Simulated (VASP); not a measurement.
Input of a VASP 6.6.1 run:

File INCAR:

```
PREC = Accurate
ENCUT = 520
EDIFF = 1E-6
ISMEAR = 0
SIGMA = 0.1
LREAL = F
LASPH = T
NELM = 60
ALGO = Normal
ISIF = 2
LWAVE = F
LCHARG = T
GGA = PE
LELF = T
LVHAR = T
NBANDS = 12
```

Contents of KPOINTS:

```
Automatic mesh
0
Gamma
  18 18 18
```

File POSCAR:

```
Au
1.0
   -1.5817957681      1.5817957681      1.5817957681
    1.5817957681     -1.5817957681      1.5817957681
    1.5817957681      1.5817957681     -1.5817957681
Au
1
Direct
    0.0000000000      0.0000000000      0.0000000000
```

Potentials or basis: VASP PAW PBE potentials, release 64 (Au).

Command:

```console
$ cat potpaw_PBE.64/Au/POTCAR > POTCAR
$ mpirun -np 1 vasp_std > vasp.out
```

**Question.** Predict the pressure.

**Answer.** 25.6 GPa.
